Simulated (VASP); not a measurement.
Input of a VASP 6.6.1 run:

The input POSCAR:

```
BaTiO3
1.0
    3.9727519242      0.0000000000      0.0000000000
    0.0000000000      3.9727519242      0.0000000000
    0.0000000000      0.0000000000      4.2347528055
Ba Ti O
1 1 3
Direct
    0.5000000000      0.5000000000      0.5922724381
    0.0000000000      0.0000000000      0.1106231233
    0.0000000000      0.5000000000      0.0606117826
    0.5000000000      0.0000000000      0.0606117826
    0.0000000000      0.0000000000      0.5358778634
```

Contents of INCAR.step1:

```
SYSTEM = BaTiO3
PREC = Accurate
ENCUT = 520
ISMEAR = 0
SIGMA = 0.02
LREAL = .False.
LASPH = .True.
NELM = 60
NBANDS = 28
GGA = PE
ALGO = Normal
EDIFF = 1E-4
LWAVE = .True.
LCHARG = .False.
```

File INCAR.step2:

```
SYSTEM = BaTiO3
PREC = Accurate
ENCUT = 520
EDIFF = 1E-6
ISMEAR = 0
SIGMA = 0.02
LREAL = .False.
LASPH = .True.
NELM = 60
ALGO = Normal
ISIF = 2
LWAVE = .False.
LCHARG = .False.
METAGGA = R2SCAN
LMIXTAU = .True.
NBANDS = 28
ISTART = 1
```

Contents of KPOINTS:

```
regular mesh
0
Gamma
  8 8 8
  0 0 0
```

Potentials or basis: VASP PAW PBE potentials, release 64 (Ba_sv, Ti_sv, O).

The run is started by

```sh
$ cat potpaw_PBE.64/Ba_sv/POTCAR potpaw_PBE.64/Ti_sv/POTCAR potpaw_PBE.64/O/POTCAR > POTCAR
$ cp INCAR.step1 INCAR
$ mpirun -np 1 vasp_std > vasp.out
$ cp INCAR.step2 INCAR
$ mpirun -np 1 vasp_std > vasp.out
```

Q: Predict the pressure.

A: -0.8 GPa.

Q: What does it give for the largest force?

A: 0.195 eV/Å.

Stress tensor (GPa, compression positive):
```
-0.74  0.00  0.00
 0.00 -0.74  0.00
 0.00  0.00 -1.03
```

Caveat: the cell differs from its parent crystal (strain along c alone, the other axes held: +3.0 %, then relaxed in part); the PAW data sets were made with another functional, which shifts forces and pressure a little.
